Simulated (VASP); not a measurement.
NiI3, 4 atoms in the cell. It takes space group Pm-3m (No. 221, cubic). Conventional cell: a = 5.297 Å, b = 5.297 Å, c = 5.297 Å, α = 90.00°, β = 90.00°, γ = 90.00°. Within 3.5 Å of Ni (site symmetry m-3m) lie 6 I at 2.65 Å. I (site symmetry 4/mmm) has 2 Ni at 2.65 Å within 3.5 Å. 

- Program: VASP 6.6.1
- Task: single point
- Functional: PBEsol
- Potentials or basis: VASP PAW PBE potentials, release 64 (Ni, I)
- Cutoff: 520 eV
- k mesh: 6 × 6 × 6
- Occupations: gaussian, width 0.05 eV
- Spin: collinear spin
- Starting moments: [0.07, 0.0, 0.0, 0.0] μB
- Dipole correction: no
- Further INCAR settings: ALGO = Normal; EDIFF = 1e-06; NBANDS = 28

Potentials or basis: VASP PAW PBE potentials, release 64 (Ni, I).

Command:

```sh
$ cat potpaw_PBE.64/Ni/POTCAR potpaw_PBE.64/I/POTCAR > POTCAR
$ mpirun -np 1 vasp_std > vasp.out
```

Hardware: 1 thread of Intel(R) Xeon(R) Platinum 8488C (Sapphire Rapids) (shared host).

**Question.** Estimate the wall time of this run.

**Answer.** Run time: 2.6 min on 1 thread of Intel(R) Xeon(R) Platinum 8488C (Sapphire Rapids), with other jobs on the host, peak memory 0.35 GiB. Counts: scf iterations 20, k points 20.
